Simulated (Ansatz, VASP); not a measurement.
# Two plane-wave programs on HgTe

```
CELL_PARAMETERS angstrom
3.04059 -3.39143 0.00000
3.04059 3.39143 0.00000
0.00000 0.00000 5.87818
ATOMIC_POSITIONS crystal
Hg 0.33194 0.66806 0.75000
Hg 0.66806 0.33194 0.25000
Te 0.77075 0.22925 0.75000
Te 0.22925 0.77075 0.25000
```

Change from the starting cell: strain +0.0250 x Voigt [1, -1, 0, 0, 0, 0], atoms carried along.

Alike in both runs: task single point; functional PBE; k mesh 10 × 10 × 8; occupations gaussian, width 0.15 eV; no spin polarisation.

```csv
,VASP,Ansatz
version,VASP 6.6.1,Ansatz 0.2.0
potentials or method,"VASP PAW PBE potentials, release 64 (Hg, Te), cutoff 520 eV","scalar-relativistic, plane waves, PAW"
valence electrons in the cell,36,72
```

|  | VASP | Ansatz | Ansatz less VASP |
| --- | --- | --- | --- |
| gap on the k mesh at the Fermi level (eV) | none | none | - |
| pressure (GPa) | -0.2 | -0.3 | -0.07 |
| traceless stress, the component that is largest in VASP (GPa) | -1.22 | -1.21 | +0.011 |
| rms of the force components (eV/Å) | 0.071 | 0.067 | -0.0045 |

Atom by atom the forces differ by 0.005 eV/Å (rms over components). A gap of «none» marks a metal or a gap that the smearing closes. With one functional, cell and mesh, what is left measures potentials, basis and numerics. VASP's potentials hold 36 valence electrons a cell and Ansatz's 72, so a difference there can come from the potentials and not from the codes.

Neither program's run includes spin-orbit coupling.
